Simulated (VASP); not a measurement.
A run of VASP 6.6.1 is set up as follows.

File INCAR:

```
SYSTEM = TiSi16
PREC = Accurate
ENCUT = 520
EDIFF = 1E-6
ISMEAR = 0
SIGMA = 0.05
LREAL = Auto
LASPH = .TRUE.
NELM = 100
ALGO = Normal
ISIF = 2
LWAVE = .FALSE.
LCHARG = .FALSE.
GGA = PS
NBANDS = 52
```

File KPOINTS:

```
regular mesh
0
G
  2 2 2
  0 0 0
```

POSCAR

```
TiSi16
1.0
    0.0000000000      5.4300000000      5.4300000000
    5.4300000000      0.0000000000      5.4300000000
    5.4300000000      5.4300000000      0.0000000000
Si Ti
16 1
Direct
    0.0004174954     -0.0006559853     -0.0112784530
    0.1426534991      0.1415750460      0.0745319521
    0.0182186924      0.0171343462      0.4478498158
    0.1166851750      0.1156120626      0.6156382136
    0.0004322284      0.5118583794     -0.0113206262
    0.1091255985      0.6254320442      0.1403215470
   -0.0340406998      0.5101313076      0.5140871087
    0.1167066298      0.6523926335      0.6155900552
    0.5129397790     -0.0006357274     -0.0113394107
    0.6265053407      0.1080690608      0.1402985267
    0.5112009208     -0.0350974217      0.5140622468
    0.6534712707      0.1156408840      0.6155701657
    0.4833534991      0.4822899632      0.0523825967
    0.6265230203      0.6254561694      0.1402497238
    0.5112235727      0.5101659300      0.5140064457
    0.6070873849      0.6060345304      0.6811279006
    0.3425898711      0.3415267035      0.4746596685
```

Potentials or basis: VASP PAW PBE potentials, release 64 (Si, Ti_sv).

Run with:

```console
$ cat potpaw_PBE.64/Si/POTCAR potpaw_PBE.64/Ti_sv/POTCAR > POTCAR
$ mpirun -np 1 vasp_std > vasp.out
```

**Question.** Predict the pressure.

**Answer.** 2.3 GPa.

**Question.** Estimate the largest force.

**Answer.** 1.999 eV/Å.

Stress tensor (GPa, compression positive):
```
 2.28 -0.54  0.54
-0.54  2.28  0.54
 0.54  0.54  2.28
```

Caveat: the k points lie up to 0.50 Å⁻¹ apart; the PAW data sets were made with another functional, which shifts forces and pressure a little.
